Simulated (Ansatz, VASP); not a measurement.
**C: VASP beside Ansatz**

```
C
1.0
     2.46565    0.00000    0.00000
    -1.23283    2.13532    0.00000
     0.00000    0.00000   17.50007
C
4
Direct
  0.66667 0.33333 0.25714
  0.33333 0.66667 0.25714
  0.66667 0.83333 0.45200
  0.33333 0.16667 0.45200
```

Alike in both runs: task single point; functional PBE; dispersion D3(BJ); k mesh 15 × 15 × 1; occupations gaussian, width 0.1 eV; no spin polarisation.

|  | VASP | Ansatz |
| --- | --- | --- |
| version | VASP 6.6.1 | Ansatz 0.2.0 |
| potentials or method | VASP PAW PBE potentials, release 64 (C), cutoff 520 eV | scalar-relativistic, plane waves, PAW |
| valence electrons in the cell | 16 | 16 |

```tsv
	VASP	Ansatz	Ansatz less VASP
gap on the k mesh at the Fermi level (eV)	0.20	0.20	0.000
least direct gap on the mesh (eV)	0.20	0.20	0.000
```

Ansatz's warnings: structure snapped to symmetry.
